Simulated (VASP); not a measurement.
# CoSi2 (Fm-3m) in VASP: a series of runs

Runs on CoSi2. Level: PBE. Tasks: single point.

Everything below comes from runs of VASP 6.6.1. Logs are shortened: lines on timing, memory, paths and dates and some standing lists are left out, and cuts for length are marked.

## 1. The cell of the first run

It takes space group Fm-3m (No. 225, cubic). Conventional cell: a = 5.431 Å, b = 5.431 Å, c = 5.431 Å, α = 90.00°, β = 90.00°, γ = 90.00°. Co (site symmetry m-3m) has 8 Si at 2.35 Å within 3.1 Å. Si (site symmetry -43m) has 4 Co at 2.35 Å and 6 Si at 2.72 Å within 3.1 Å.

## 2. Single point, PBE, collinear spin, ferromagnetic start

File INCAR:

```
PREC = Accurate
ENCUT = 520
EDIFF = 1E-7
ISMEAR = 0
SIGMA = 0.15
LREAL = F
LASPH = T
NELM = 150
ALGO = Normal
ISIF = 2
LWAVE = F
LCHARG = F
ISPIN = 2
MAGMOM = 1.925 0 0
LORBIT = 11
NUPDOWN = 1.925
LMAXMIX = 4
GGA = PE
NBANDS = 20
```

File KPOINTS:

```
Automatic mesh
0
Gamma
  14 14 14
```

File POSCAR:

```
CoSi2
1.0
    0.0000000000      2.7154125383      2.7154125383
    2.7154125383      0.0000000000      2.7154125383
    2.7154125383      2.7154125383      0.0000000000
Co Si
1 2
Direct
    0.0000000000      0.0000000000      0.0000000000
    0.2500000000      0.2500000000      0.2500000000
    0.7500000000      0.7500000000      0.7500000000
```

Potentials or basis: VASP PAW PBE potentials, release 64 (Co, Si).

Launch:

```
cat potpaw_PBE.64/Co/POTCAR potpaw_PBE.64/Si/POTCAR > POTCAR
mpirun -np 1 vasp_std > vasp.out
```

OUTCAR:

```text
PREC = Accurate
   ENCUT = 520
   EDIFF = 1E-7
   ISMEAR = 0
   LREAL = F
   LASPH = T
   NELM = 150
   ISIF = 2
   ISPIN = 2
   LORBIT = 11
   NUPDOWN = 1.925
   GGA = PE

 ion  position               nearest neighbor table
   1  0.000  0.000  0.000-   3 2.35   3 2.35   3 2.35   2 2.35   2 2.35   2 2.35   3 2.35   2 2.35

   2  0.250  0.250  0.250-   1 2.35   1 2.35   1 2.35   1 2.35   3 2.72   3 2.72   3 2.72   3 2.72
                             3 2.72   3 2.72
   3  0.750  0.750  0.750-   1 2.35   1 2.35   1 2.35   1 2.35   2 2.72   2 2.72   2 2.72   2 2.72
                             2 2.72   2 2.72

  LATTYP: Found a face centered cubic cell.
 ALAT       =     5.4308250766

  Lattice vectors:

 A1 = (   0.0000000000,   2.7154125383,   2.7154125383)
 A2 = (   2.7154125383,   0.0000000000,   2.7154125383)
 A3 = (   2.7154125383,   2.7154125383,   0.0000000000)

Analysis of symmetry for initial positions (statically):
=====================================================================
 Subroutine PRICEL returns:
 Original cell was already a primitive cell.

 Routine SETGRP: Setting up the symmetry group for a
 face centered cubic supercell.

 Subroutine GETGRP returns: Found 48 space group operations
 (whereof 48 operations were pure point group operations)
 out of a pool of 48 trial point group operations.

The static configuration has the point symmetry O_h .

Analysis of symmetry for dynamics (positions and initial velocities):
=====================================================================
 Subroutine PRICEL returns:
 Original cell was already a primitive cell.

 Routine SETGRP: Setting up the symmetry group for a
 face centered cubic supercell.

 Subroutine GETGRP returns: Found 48 space group operations
 (whereof 48 operations were pure point group operations)
 out of a pool of 48 trial point group operations.

The dynamic configuration has the point symmetry O_h .

Analysis of structural, dynamic, and magnetic symmetry:
=====================================================================
 Subroutine PRICEL returns:
 Original cell was already a primitive cell.

 Routine SETGRP: Setting up the symmetry group for a
 face centered cubic supercell.

 Subroutine GETGRP returns: Found 48 space group operations
 (whereof 48 operations were pure point group operations)
 out of a pool of 48 trial point group operations.

The overall configuration has the point symmetry O_h .

 Subroutine INISYM returns: Found 48 space group operations
 (whereof 48 operations are pure point group operations),
 and found     1 'primitive' translations

[... 122 lines left out ...]
   LHFCALC =     F    Hartree Fock is set to
   AEXX    =    0.0000 exact exchange contribution
   IVDW    =     0    specifies the selected vdW correction
   LEPSILON=     F    determine dielectric tensor
   LRPA    =     F    only Hartree local field effects (RPA)
 spin polarized calculation
 Gauss-broadening in eV      SIGMA  =   0.15
  energy-cutoff  :      520.00
  volume of cell :       40.04
 maximum number of plane-waves:      1090
 NGX is ok and might be reduce to    30
   NGX = 15   NGY = 15   NGZ = 15

 number of electron      17.0000002 magnetization       1.9250000

 Free energy of the ion-electron system (eV)
  ---------------------------------------------------
  ext. energy  EPLUGINS =         0.00000000
  ---------------------------------------------------
  free energy    TOTEN  =       -17.90665375 eV

  energy without entropy =      -17.88240525  energy(sigma->0) =      -17.89452950

 E-fermi :   8.9330     XC(G=0): -11.5593

 val. band max:       11.3157003204   @ k =   0.0714   0.0000   0.0000
 cond. band min:       8.9340411747   @ k =   0.5000   0.2143   0.0000
 fundamental gap:     -2.3816591456
 Fermi energy:        11.3292848262

 spin component 1

 k-point     1 :       0.0000    0.0000    0.0000
  band No.  band energies     occupation
      1      -3.4332      1.00000
      2       5.1749      1.00000
      3       5.1749      1.00000
      4       5.1749      1.00000
      5       7.0259      1.00000
      6       7.0259      1.00000
[... 541 lines left out ...]
     19      23.6873      0.00000
     20      25.6396      0.00000

 [... further k-points ...]

 spin component 2

 k-point     1 :       0.0000    0.0000    0.0000
  band No.  band energies     occupation
      1      -3.0496      1.00000
      2       5.9033      1.00000
      3       5.9033      1.00000
      4       5.9033      1.00000
      5       8.0778      1.00000
      6       8.0778      1.00000
[... 541 lines left out ...]
     19      24.0626      0.00000
     20      26.0943      0.00000

 [... further k-points ...]

------------------------ aborting loop because EDIFF is reached ----------------------------------------

  FORCE on cell =-STRESS in cart. coord.  units (eV):
  Direction    XX          YY          ZZ          XY          YZ          ZX
  --------------------------------------------------------------------------------------
  -------------------------------------------------------------------------------------
  Total        1.5747171      1.5747171      1.5747171      0.0000000      0.0000000     -0.0000000
  in kB       63.0050959     63.0050959     63.0050959      0.0000000      0.0000000     -0.0000000
  external PRESSURE =      63.0050959 kB  Pullay stress =       0.0000000 kB

 VOLUME and BASIS-vectors are now :
 -----------------------------------------------------------------------------
  energy-cutoff  :      520.00
  volume of cell :       40.04
      direct lattice vectors                 reciprocal lattice vectors
     0.000000000  2.715412538  2.715412538    -0.184134084  0.184134084  0.184134084
     2.715412538  0.000000000  2.715412538     0.184134084 -0.184134084  0.184134084
     2.715412538  2.715412538  0.000000000     0.184134084  0.184134084 -0.184134084

 POSITION                                       TOTAL-FORCE (eV/Angst)
 -----------------------------------------------------------------------------------
      0.00000      0.00000      0.00000         0.000000      0.000000      0.000000
      1.35771      1.35771      1.35771         0.000000     -0.000000     -0.000000
      4.07312      4.07312      4.07312        -0.000000      0.000000      0.000000
 -----------------------------------------------------------------------------------
    total drift:                                0.000000     -0.000000     -0.000000

  FREE ENERGIE OF THE ION-ELECTRON SYSTEM (eV)
  ---------------------------------------------------
  free  energy   TOTEN  =       -17.9066537462 eV

  energy  without entropy=      -17.8824052516  energy(sigma->0) =      -17.89452950

 total charge

# of ion       s       p       d       tot
------------------------------------------
    1        0.523   0.661   7.499   8.683
    2        0.767   0.833   0.000   1.600
    3        0.767   0.833   0.000   1.600
--------------------------------------------------
tot          2.058   2.327   7.499  11.884

 magnetization (x)

# of ion       s       p       d       tot
------------------------------------------
    1        0.015   0.149   1.065   1.230
    2        0.061   0.089   0.000   0.150
    3        0.061   0.089   0.000   0.150
--------------------------------------------------
tot          0.137   0.327   1.065   1.530
```

OSZICAR:

```text
N       E                     dE             d eps       ncg     rms          rms(c)
DAV:   1     0.674812655788E+02    0.67481E+02   -0.65874E+03  8408   0.807E+02
DAV:   2    -0.151178673084E+02   -0.82599E+02   -0.73582E+02  8796   0.183E+02
DAV:   3    -0.195777191388E+02   -0.44599E+01   -0.42995E+01 10148   0.448E+01
DAV:   4    -0.196537526209E+02   -0.76033E-01   -0.75856E-01  9772   0.529E+00
DAV:   5    -0.196558752714E+02   -0.21227E-02   -0.21223E-02 10460   0.950E-01    0.159E+01
DAV:   6    -0.257951993289E+02   -0.61393E+01   -0.31106E+01  9356   0.100E+02    0.272E+01
DAV:   7    -0.179436322884E+02    0.78516E+01   -0.14996E+01 10480   0.730E+01    0.360E+00
DAV:   8    -0.179413881621E+02    0.22441E-02   -0.95724E-01 10980   0.892E+00    0.251E+00
DAV:   9    -0.179080450904E+02    0.33343E-01   -0.83450E-02 10596   0.371E+00    0.851E-01
DAV:  10    -0.179065565118E+02    0.14886E-02   -0.46171E-03 12768   0.770E-01    0.275E-01
DAV:  11    -0.179066821034E+02   -0.12559E-03   -0.87555E-04 10044   0.345E-01    0.121E-01
DAV:  12    -0.179066565228E+02    0.25581E-04   -0.20999E-04 10048   0.232E-01    0.331E-02
DAV:  13    -0.179066531037E+02    0.34192E-05   -0.17224E-05 10856   0.307E-02    0.179E-02
DAV:  14    -0.179066535707E+02   -0.46700E-06   -0.49055E-06  9452   0.168E-02    0.543E-03
DAV:  15    -0.179066533407E+02    0.22997E-06   -0.15957E-06  9812   0.121E-02    0.455E-03
DAV:  16    -0.179066534889E+02   -0.14823E-06   -0.10833E-07  6652   0.335E-03    0.257E-03
DAV:  17    -0.179066537381E+02   -0.24914E-06   -0.82473E-08  5252   0.237E-03    0.507E-04
DAV:  18    -0.179066537462E+02   -0.81100E-08   -0.23548E-08  5060   0.119E-03
   1 F= -.17906654E+02 E0= -.17894529E+02  d E =-.242485E-01  mag=     1.9250
```

Wall time 89 s (1 thread of Intel Xeon 6975P-C (Granite Rapids), shared host); peak memory 0.27 GiB.

Results:

- Free energy: -17.9067 eV
- Pressure: 6.3 GPa
- Net moment: 1.93 μB per cell
- Site moments: Co +1.23; Si +0.15 μB
- Valence electrons inside the program's atomic spheres: Co 8.68; Si 1.60

Caveat: the total moment is fixed, so each spin has its own Fermi level.

## 3. Single point, PBE, collinear spin, ferromagnetic start

This run uses another cell than the first one, of 13.86 Å³/atom, 1.039 times its volume.

File INCAR:

```
SYSTEM = CoSi2
PREC = Accurate
ENCUT = 520
EDIFF = 1E-7
ISMEAR = 0
SIGMA = 0.15
LREAL = .False.
LASPH = .True.
NELM = 150
ALGO = Normal
ISIF = 2
LWAVE = .False.
LCHARG = .False.
ISPIN = 2
MAGMOM = 1.1 0 0
LORBIT = 11
NUPDOWN = 1.1
LMAXMIX = 4
GGA = PE
NBANDS = 20
```

File KPOINTS:

```
regular mesh
0
Gamma
  14 14 14
  0 0 0
```

File POSCAR:

```
CoSi2
1.0
    0.0000000000      2.7498291905      2.7498291905
    2.7498291905      0.0000000000      2.7498291905
    2.7498291905      2.7498291905      0.0000000000
Co Si
1 2
Direct
    0.0000000000      0.0000000000      0.0000000000
    0.2500000000      0.2500000000      0.2500000000
    0.7500000000      0.7500000000      0.7500000000
```

Potentials or basis: VASP PAW PBE potentials, release 64 (Co, Si).

Launch:

```
cat potpaw_PBE.64/Co/POTCAR potpaw_PBE.64/Si/POTCAR > POTCAR
mpirun -np 1 vasp_std > vasp.out
```

Run time: 81 s. Hardware: 1 thread of Intel Xeon 6975P-C (Granite Rapids), shared host; peak memory 0.27 GiB.

It converged, with:

* Free energy: -18.7280 eV
* Pressure: -6.8 GPa
* Net moment: 1.10 μB per cell
* Site moments: Co +0.72; Si +0.08 μB
* Valence electrons inside the program's atomic spheres: Co 8.63; Si 1.56

Caveat: the total moment is fixed, so each spin has its own Fermi level.

## 4. Single point, PBE, collinear spin, ferromagnetic start

This run uses another cell than the first one, of 13.86 Å³/atom, 1.039 times its volume.

File INCAR:

```
PREC = Accurate
ENCUT = 520
EDIFF = 1E-6
ISMEAR = 0
SIGMA = 0.15
LREAL = False
LASPH = True
NELM = 150
ALGO = Normal
ISIF = 2
LWAVE = False
LCHARG = True
ISPIN = 2
MAGMOM = 0.55 0 0
LORBIT = 11
NUPDOWN = 0.55
LMAXMIX = 4
GGA = PE
LELF = True
LVHAR = True
NBANDS = 20
```

File KPOINTS:

```
regular mesh
0
Gamma
  14 14 14
```

POSCAR is that of step 3.

Launch:

```
cat potpaw_PBE.64/Co/POTCAR potpaw_PBE.64/Si/POTCAR > POTCAR
mpirun -np 1 vasp_std > vasp.out
```

Run time: 74 s. Hardware: 1 thread of Intel Xeon 6975P-C (Granite Rapids), shared host; peak memory 0.27 GiB.

Results (log left out):

- Free energy: -19.0795 eV
- Pressure: -10.3 GPa
- Net moment: 0.55 μB per cell
- Site moments: Co +0.35; Si +0.04 μB
- Valence electrons inside the program's atomic spheres: Co 8.64; Si 1.55

Caveat: the total moment is fixed, so each spin has its own Fermi level.

(Part 1 of 2 ends here.)
